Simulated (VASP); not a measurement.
Input of a VASP 6.6.1 run:

INCAR

```
PREC = Accurate
ENCUT = 520
EDIFF = 1E-7
ISMEAR = -1
SIGMA = 0.05
LREAL = F
LASPH = T
NELM = 100
ALGO = Normal
ISIF = 2
LWAVE = F
LCHARG = F
GGA = RP
IVDW = 13
NBANDS = 13
```

KPOINTS

```
Automatic mesh
0
Gamma
  11 11 11
```

Contents of POSCAR:

```
W
1.0
    0.0000000000      2.0009853574      2.0009853574
    2.0009853574      0.0000000000      2.0009853574
    2.0009853574      2.0009853574      0.0000000000
W
1
Direct
    0.0000000000      0.0000000000      0.0000000000
```

Potentials or basis: VASP PAW PBE potentials, release 64 (W_sv).

Launch:

```console
$ cat potpaw_PBE.64/W_sv/POTCAR > POTCAR
$ mpirun -np 1 vasp_std > vasp.out
```

Q: What does it give for the band gap on the k mesh?

A: Zero (band 7 reaches 13.67 eV, above the bottom of band 8 at 10.32 eV).

Q: What does it give for the pressure?

A: 0.5 GPa.

Caveat: the PAW data sets were made with another functional, which shifts forces and pressure a little; spin-orbit coupling is left out, which moves the levels of the heavy elements; pairwise dispersion overbinds metals, which lowers pressure and volume.
